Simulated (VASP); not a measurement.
Input of a VASP 6.6.1 run:

The input INCAR:

```
SYSTEM = MnO
ALGO = Normal
EDIFF = 1E-7
ENCUT = 520
GGA = PE
ISIF = 2
ISMEAR = -1
ISPIN = 2
LASPH = .TRUE.
LCHARG = .FALSE.
LDAU = .TRUE.
LDAUJ = 0 0
LDAUL = 2 -1
LDAUPRINT = 1
LDAUTYPE = 2
LDAUU = 3.5 0
LMAXMIX = 4
LORBIT = 11
LREAL = .FALSE.
LWAVE = .FALSE.
MAGMOM = 2.8 0
NBANDS = 20
NELM = 150
PREC = Accurate
SIGMA = 0.05
```

File KPOINTS:

```
k-points
0
G
  10 10 10
  0 0 0
```

POSCAR

```
MnO
1.0
    0.0000000000      2.2522533547      2.2522533547
    2.2522533547      0.0000000000      2.2522533547
    2.2522533547      2.2522533547      0.0000000000
Mn O
1 1
Direct
    0.0000000000      0.0000000000      0.0000000000
    0.5000000000      0.5000000000      0.5000000000
```

Potentials or basis: VASP PAW PBE potentials, release 64 (Mn_pv, O).

Launch:

```bash
$ cat potpaw_PBE.64/Mn_pv/POTCAR potpaw_PBE.64/O/POTCAR > POTCAR
$ mpirun -np 1 vasp_std > vasp.out
```

(1) Estimate the band gap on the k mesh.

(2) Predict the pressure.

(3) Predict the site moments.

Answers

(1) 0.05 eV (least direct gap 2.40 eV).

(2) 1.0 GPa.

(3) Mn +4.62; O +0.15 μB.

Caveat: the smearing spreads over this small gap; semilocal functionals underestimate gaps, and a narrow one can read as zero; a cell with one magnetic atom can't hold antiferromagnetic order, which such compounds often take.
